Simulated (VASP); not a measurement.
AgB: relaxation of cell and atoms with PBE

AgB:

```
Ag B
1.0
     2.64441    0.00000    0.00000
    -1.32220    2.29013    0.00000
     0.00000    0.00000    4.07951
Ag B
1 1
Cartesian
  0.0000 1.5268 2.0398
  0.0000 0.0000 0.0000
```

* Program: VASP 6.6.1
* Task: relaxation of cell and atoms
* Functional: PBE
* Potentials or basis: VASP PAW PBE potentials, release 64 (Ag, B)
* Cutoff: 600 eV
* k mesh: 6 × 6 × 4
* Occupations: gaussian, width 0.1 eV
* Spin: no spin polarisation
* Dipole correction: no
* Further INCAR settings: ALGO = Normal; EDIFF = 1e-07; IBRION = 2; EDIFFG = -0.04; NSW = 90; ISIF = 3

```yaml
Relaxed_volume: 12.43 Å³/atom
Relaxed_cell: a = 2.866 Å, b = 2.866 Å, c = 3.495 Å, α = 90.00°, β = 90.00°, γ = 120.00°
Space_group_after_relaxing_to_0.05_Å: P-6m2 (No. 187)
Energy_gained_by_relaxing: 191.6 meV/atom
Ionic_steps: 7
Pressure_after_relaxing: 0.2 GPa
Band_gap_on_the_k_mesh: zero (band 7 reaches 9.69 eV, above the bottom of band 8 at 7.15 eV)
```

Stress tensor (GPa, compression positive):
```
 0.47  0.00  0.00
 0.00  0.47  0.00
 0.00  0.00 -0.42
```

Step by step:
```csv
step,energy change (eV),largest force (eV/Å),pressure (GPa),volume (Å³)
1,0.0000,0.0000,5.18,24.71
2,-0.2911,0.0000,-4.97,26.02
3,-0.3225,0.0000,-7.32,26.50
4,-0.3791,0.0000,2.88,24.39
5,-0.3820,0.0000,1.01,24.72
6,-0.3821,0.0000,0.65,24.79
7,-0.3833,0.0000,0.17,24.87
```

Final structure:
```yaml
crystal:
  lattice:
    - [2.86635, 0.00000, 0.00000]
    - [-1.43318, 2.48233, 0.00000]
    - [0.00000, 0.00000, 3.49478]
  atoms:
    - { symbol: Ag, position: [0.33333, 0.66667, 0.50000] }
    - { symbol: B, position: [0.00000, 0.00000, 0.00000] }
```

Levels at points of the mesh, in eV from the Fermi level:
| k point | band 5 | band 6 | band 7 | band 8 | band 9 | band 10 |
| --- | --- | --- | --- | --- | --- | --- |
| (0.00, 0.00, 0.00) | -4.79 | -4.79 | -1.46 | 5.05 | 5.05 | 5.51 |
| (0.50, 0.00, 0.00) | -5.10 | -4.01 | -1.67 | 2.27 | 3.30 | 6.85 |
| (0.00, 0.00, 0.50) | -5.07 | -5.07 | -4.97 | 5.08 | 5.08 | 9.82 |
| (0.50, 0.00, 0.50) | -4.02 | -3.99 | -1.94 | -0.04 | 3.35 | 4.47 |

It took 27 s on 1 thread of Intel(R) Xeon(R) Platinum 8488C (Sapphire Rapids) (shared host), peak memory 0.16 GiB.

Caveat: the k points lie up to 0.45 Å⁻¹ apart in the final cell.
